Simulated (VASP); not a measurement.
**MgO: vibrations by perturbation theory with LDA**

MgO:

```
CELL_PARAMETERS angstrom
0.00000 2.08994 2.08994
2.08994 0.00000 2.08994
2.08994 2.08994 0.00000
ATOMIC_POSITIONS crystal
Mg 0.00000 0.00000 0.00000
O 0.50000 0.50000 0.50000
```

This cell differs from its parent crystal: volume scaled by 1.015.

```yaml
Program: VASP 6.6.1
Task: vibrations by perturbation theory
Functional: LDA
Potentials_or_basis: VASP PAW LDA potentials, release 64 (Mg, O)
Cutoff: 520 eV
k_mesh: 10 × 10 × 10
Occupations: gaussian, width 0.01 eV
Spin: no spin polarisation
Dipole_correction: no
Further_INCAR_settings: ALGO = Normal; EDIFF = 1e-08; NBANDS = 11; IBRION = 8; NSW = 1
```

```json
{"Highest phonon frequency at Γ, LO-TO splitting left out": "400 cm⁻¹"}
```

Phonon frequencies in cm⁻¹ (negative: imaginary):
```
              q point        frequencies
(0.000, 0.000, 0.000)  0 0 0 400 400 400
```

It took 44 s on 1 thread of Intel(R) Xeon(R) Platinum 8259CL CPU @ 2.50GHz (Skylake/Cascade Lake) (shared host), peak memory 0.18 GiB.

Caveat: the cell wasn't relaxed at this level first, which shifts response properties.
